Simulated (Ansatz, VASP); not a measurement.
## One calculation of InP, two programs

```
In P
1.0
     0.00000    2.98333    2.92044
     2.98333    0.00000    2.92044
     2.98333    2.98333    0.00000
In P
1 1
Direct
  0.00000 0.00000 0.00000
  0.25000 0.25000 0.25000
```

Change from the starting cell: epitaxial_xy strain +1.0%.

Alike in both runs: task single point; functional r2SCAN; k mesh 8 × 8 × 8; occupations fermi-dirac, width 0.02 eV; non-collinear spin, spin-orbit coupling.

|  | VASP | Ansatz |
| --- | --- | --- |
| version | VASP 6.6.1 | Ansatz 0.2.0 |
| potentials or method | VASP PAW PBE potentials, release 64 (In_d, P) | plane waves, PAW |
| plane-wave cutoff (eV) | 520 | 500 |
| valence electrons in the cell | 18 | 18 |

VASP gave:

* pressure (GPa): -0.8
* traceless stress, the component that is largest in VASP (GPa): 0.62

**Question.** Estimate Ansatz's values.

**Answer.** Pressure (GPa): -0.7; traceless stress, the component that is largest in VASP (GPa): 0.61.

VASP's potentials were made for PBE, not for r2SCAN.
